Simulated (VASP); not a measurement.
Set up this calculation in VASP 6.6.1, as the native input.

```yaml
Task: single point
Functional: PBE
Potentials_or_basis: VASP PAW PBE potentials, release 64 (Pd, Os, C, N)
Cutoff: 520 eV
k_mesh: 4 × 4 × 4
Occupations: gaussian, width 0.1 eV
Spin: collinear spin
Starting_moments: "[0.0, 1.0, 0.0, 0.0, 0.0, 0.0, 0.0, 0.0, 0.0, 0.0] μB"
Dipole_correction: no
Further_INCAR_settings: ALGO = Normal; EDIFF = 1e-07; NBANDS = 42
```

The structure of OsPdC4N4 lies in POSCAR:

```
OsPdC4N4
1.0
    5.8773936523      0.0000000000      0.0000000000
    0.0000000000      5.8773936523      0.0000000000
    0.0000000000      0.0000000000      5.8773936523
Pd Os C N
1 1 4 4
Direct
    0.0000000000      0.0000000000      0.0000000000
    0.5000000000      0.5000000000      0.5000000000
    0.1964917750      0.1964917750      0.1964917750
    0.1964917750      0.8035082250      0.8035082250
    0.8035082250      0.1964917750      0.8035082250
    0.8035082250      0.8035082250      0.1964917750
    0.3142180903      0.3142180903      0.3142180903
    0.3142180903      0.6857819097      0.6857819097
    0.6857819097      0.3142180903      0.6857819097
    0.6857819097      0.6857819097      0.3142180903
```

These files were run (other wordings do the same):

INCAR

```
SYSTEM = OsPdC4N4
PREC     = Accurate       ! precision mode
ENCUT    = 520            ! plane-wave cutoff, eV
EDIFF    = 1E-7           ! SCF threshold, eV
ISMEAR   = 0              ! smearing method
SIGMA    = 0.1            ! smearing width, eV
LREAL    = .FALSE.        ! projectors in reciprocal space
LASPH    = .TRUE.         ! aspherical terms in the spheres
NELM     = 150            ! most SCF steps
ALGO     = Normal         ! electronic algorithm
ISIF     = 2              ! what is computed and relaxed
LWAVE    = .FALSE.        ! write WAVECAR
LCHARG   = .FALSE.        ! write CHGCAR
ISPIN    = 2              ! spin polarisation
MAGMOM   = 0 1 0 0 0 0 0 0 0 0 ! initial moments
LORBIT   = 11             ! projections on sites
LMAXMIX  = 4              ! l up to which the mixer works
GGA      = PE             ! functional
NBANDS   = 42             ! bands
```

KPOINTS

```
Automatic mesh
0
G
  4 4 4
  0 0 0
```

Potentials or basis: VASP PAW PBE potentials, release 64 (Pd, Os, C, N).

Command:

```bash
$ cat potpaw_PBE.64/Pd/POTCAR potpaw_PBE.64/Os/POTCAR potpaw_PBE.64/C/POTCAR potpaw_PBE.64/N/POTCAR > POTCAR
$ mpirun -np 1 vasp_std > vasp.out
```

Results of the run:

```
Pressure                                              : 0.5 GPa
Largest force                                         : 0.173 eV/Å
Band gap on the k mesh                                : 0.40 eV (least direct gap 0.57 eV)
Net moment                                            : 0.00 μB per cell
Valence electrons inside the program's atomic spheres : Pd 9.84; Os 7.58; C 2.48; N 3.91
```

Caveat: spin-orbit coupling is left out, which moves the levels of the heavy elements.

Wall time 2.6 min on 1 thread of Intel(R) Xeon(R) Platinum 8559C (Emerald Rapids), on a shared host, peak memory 0.48 GiB.
